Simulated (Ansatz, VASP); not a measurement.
## Two plane-wave programs on BiTe

Contents of INCAR:

```
SYSTEM = BiTe
PREC = Accurate ; ENCUT = 520
EDIFF = 1E-6 ; ISMEAR = 0
SIGMA = 0.15 ; LREAL = .False.
LASPH = .True. ; NELM = 60
ALGO = Normal ; ISIF = 2
LWAVE = .False. ; LCHARG = .True.
GGA = PS ; LELF = .True.
LVHAR = .True. ; NBANDS = 18
```

The input KPOINTS:

```
Automatic mesh
0
Gamma
  18 18 18
  0 0 0
```

The input POSCAR:

```
BiTe
1.0
    2.2577774477      1.3035284172      3.6080570742
   -2.2577774477      1.3035284172      3.6080570742
    0.0000000000     -2.6070568344      3.6080570742
Bi Te
1 1
Direct
    0.5000000000      0.5000000000      0.5000000000
    0.0000000000      0.0000000000      0.0000000000
```

Input for Ansatz:

```yaml
crystal:
  lattice:
    - [2.2577774477, 1.3035284172, 3.6080570742]
    - [-2.2577774477, 1.3035284172, 3.6080570742]
    - [0.0, -2.6070568344, 3.6080570742]
  atoms:
    - { symbol: Bi, position: [0.5, 0.5, 0.5] }
    - { symbol: Te, position: [0.0, 0.0, 0.0] }
basis:
  ecutwfc: 420
kpoints:
  mp_grid: { grid: [18, 18, 18] }
hamiltonian:
  xc: pbesol
scf:
  occupations: { method: gaussian, width: 0.15 }
output:
  forces: true
  stress: true
  eigenvalues: true
```

Alike in both runs: task single point; functional PBEsol; k mesh 18 × 18 × 18; occupations gaussian, width 0.15 eV; no spin polarisation.

```csv
,VASP,Ansatz
version,VASP 6.6.1,Ansatz 0.2.0
potentials or method,"VASP PAW PBE potentials, release 64 (Bi_d, Te), cutoff 520 eV","scalar-relativistic, plane waves, PAW"
valence electrons in the cell,21,31
```

|  | VASP | Ansatz | Ansatz less VASP |
| --- | --- | --- | --- |
| gap on the k mesh at the Fermi level (eV) | none | none | - |
| pressure (GPa) | 1.5 | 1.5 | +0.01 |
| traceless stress, the component that is largest in VASP (GPa) | -0.09 | -0.09 | -0.001 |

VASP's potentials were made for PBE, not for PBEsol. A gap of «none» marks a metal or a gap that the smearing closes. VASP's potentials hold 21 valence electrons a cell and Ansatz's 31, so a difference there can come from the potentials and not from the codes.

Spin-orbit coupling is off throughout.
